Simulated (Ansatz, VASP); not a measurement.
# BN in VASP and in Ansatz

Contents of INCAR:

```
SYSTEM = BN
PREC     = Accurate       ! precision mode
ENCUT    = 520            ! plane-wave cutoff, eV
EDIFF    = 1E-6           ! SCF threshold, eV
ISMEAR   = 0              ! smearing method
SIGMA    = 0.05           ! smearing width, eV
LREAL    = .False.        ! projectors in reciprocal space
LASPH    = .True.         ! aspherical terms in the spheres
NELM     = 60             ! most SCF steps
ALGO     = Normal         ! electronic algorithm
ISIF     = 2              ! what is computed and relaxed
LWAVE    = .False.        ! write WAVECAR
LCHARG   = .False.        ! write CHGCAR
GGA      = PE             ! functional
NBANDS   = 11             ! bands
```

KPOINTS

```
regular mesh
0
Gamma
  12 12 12
  0 0 0
```

The input POSCAR:

```
BN
1.0
    0.0000000000      1.9480103104      1.6841102364
    1.6841102364      0.0000000000      1.6841102364
    1.6841102364      1.9480103104      0.0000000000
B N
1 1
Direct
    0.0000000000      0.0000000000      0.0000000000
    0.7500000000      0.7500000000      0.7500000000
```

Input for Ansatz:

```yaml
crystal:
  lattice:
    - [0.0, 1.9480103104, 1.6841102364]
    - [1.6841102364, 0.0, 1.6841102364]
    - [1.6841102364, 1.9480103104, 0.0]
  atoms:
    - { symbol: B, position: [0.0, 0.0, 0.0] }
    - { symbol: "N", position: [0.75, 0.75, 0.75] }
basis:
  ecutwfc: 520.0
kpoints:
  mp_grid: { grid: [12, 12, 12] }
hamiltonian:
  xc: pbe
scf:
  occupations: { method: gaussian, width: 0.05 }
output:
  forces: true
  stress: true
  eigenvalues: true
```

Alike in both runs: task single point; functional PBE; k mesh 12 × 12 × 12; occupations gaussian, width 0.05 eV; no spin polarisation.

|  | VASP | Ansatz |
| --- | --- | --- |
| version | VASP 6.6.1 | Ansatz 0.2.0 |
| potentials or method | VASP PAW PBE potentials, release 64 (B, N), cutoff 520 eV | scalar-relativistic, plane waves, PAW |
| valence electrons in the cell | 8 | 8 |

Ansatz gave:

| Quantity | Value |
| --- | --- |
| gap on the k mesh at the Fermi level (eV) | 3.14 |
| least direct gap on the mesh (eV) | 7.87 |

Problem. What did VASP give for the same quantities?

Solution. gap on the k mesh at the Fermi level (eV): 3.12; least direct gap on the mesh (eV): 7.86.
